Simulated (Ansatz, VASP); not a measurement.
BiSb2 in VASP and in Ansatz

Contents of INCAR:

```
SYSTEM = BiSb2
  PREC = Accurate
  ENCUT = 600
  EDIFF = 1E-6
  ISMEAR = 0
  SIGMA = 0.1
  LREAL = .FALSE.
  LASPH = .TRUE.
  NELM = 60
  ALGO = Normal
  ISIF = 3
  LWAVE = .FALSE.
  LCHARG = .FALSE.
  GGA = PE
  IVDW = 12
  IBRION = 2
  NSW = 100
  EDIFFG = -0.01
```

Contents of KPOINTS:

```
regular mesh
0
G
  12 12 12
  0 0 0
```

POSCAR

```
BiSb2
1.0
    2.0816486317      1.2018403979      6.0723047105
   -2.0816486317      1.2018403979      6.0723047105
    0.0000000000     -2.4036807957      6.0723047105
Sb Bi
2 1
Direct
    0.7198152531      0.7198152531      0.7198152531
    0.2801847469      0.2801847469      0.2801847469
    0.5000000000      0.5000000000      0.5000000000
```

Input for Ansatz:

```yaml
crystal:
  lattice:
    - [2.0816486317, 1.2018403979, 6.0723047105]
    - [-2.0816486317, 1.2018403979, 6.0723047105]
    - [0.0, -2.4036807957, 6.0723047105]
  atoms:
    - { symbol: Sb, position: [0.7198152531, 0.7198152531, 0.7198152531] }
    - { symbol: Sb, position: [0.2801847469, 0.2801847469, 0.2801847469] }
    - { symbol: Bi, position: [0.5, 0.5, 0.5] }
basis:
  ecutwfc: 420
kpoints:
  mp_grid: { grid: [12, 12, 12] }
hamiltonian:
  xc: pbe
  dispersion: d3bj
scf:
  occupations: { method: gaussian, width: 0.1 }
output:
  forces: true
  stress: true
  eigenvalues: true
  write_density: true
  write_potential: true
  elf: true
  volumetric_format: npy
relax:
  adjacent_minimum: "off"
  f_tol: 0.01
  max_steps: 80
  cell: { stress_tol: 0.05 }
```

Alike in both runs: task relaxation of cell and atoms; functional PBE; dispersion D3(BJ); k mesh 12 × 12 × 12; occupations gaussian, width 0.1 eV; no spin polarisation.

|  | VASP | Ansatz |
| --- | --- | --- |
| version | VASP 6.6.1 | Ansatz 0.2.0 |
| potentials or method | VASP PAW PBE potentials, release 64 (Sb, Bi_d), cutoff 600 eV | scalar-relativistic, plane waves, PAW |
| valence electrons in the cell | 25 | 45 |

|  | VASP | Ansatz | Ansatz less VASP |
| --- | --- | --- | --- |
| gap on the k mesh at the Fermi level, each at its own relaxed structure (eV) | none | none | - |
| relaxed volume (Å³/atom) | 30.22 | 30.24 | +0.022 |
| relaxed cell length with the largest relative difference (Å) | 6.588 | 6.587 | -0.0009 |

A gap of «none» marks a metal or a gap that the smearing closes. VASP's potentials hold 25 valence electrons a cell and Ansatz's 45, so a difference there can come from the potentials and not from the codes.

Spin-orbit coupling is off throughout.
